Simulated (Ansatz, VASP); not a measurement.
# Se in VASP and in Ansatz

```xyz
3
Lattice="4.1230 0.0000 0.0000 -2.0615 3.5706 0.0000 0.0000 0.0000 4.9922" Properties=species:S:1:pos:R:3 pbc="T T T"
Se    1.0198    0.0000    1.6641
Se   -0.5099    0.8832    3.3281
Se    1.5516    2.6875    0.0000
```

Alike in both runs: task single point; functional PBE; dispersion D3(BJ); k mesh 12 × 12 × 8; occupations gaussian, width 0.05 eV; no spin polarisation.

|  | VASP | Ansatz |
| --- | --- | --- |
| version | VASP 6.6.1 | Ansatz 0.2.0 |
| potentials or method | VASP PAW PBE potentials, release 64 (Se), cutoff 520 eV | scalar-relativistic, plane waves, PAW |
| valence electrons in the cell | 18 | 48 |

Ansatz gave:

- gap on the k mesh at the Fermi level (eV): 0.73
- least direct gap on the mesh (eV): 0.85
- pressure (GPa): 0.8
- traceless stress, the component that is largest in VASP (GPa): 1.16
- rms of the force components (eV/Å): 0.017

Task: Estimate VASP's values.

Result: gap on the k mesh at the Fermi level (eV): 0.72; least direct gap on the mesh (eV): 0.84; pressure (GPa): 0.9; traceless stress, the component that is largest in VASP (GPa): 1.20; rms of the force components (eV/Å): 0.030.

Atom by atom the forces differ by 0.013 eV/Å (rms over components). VASP's potentials hold 18 valence electrons a cell and Ansatz's 48, so a difference there can come from the potentials and not from the codes.
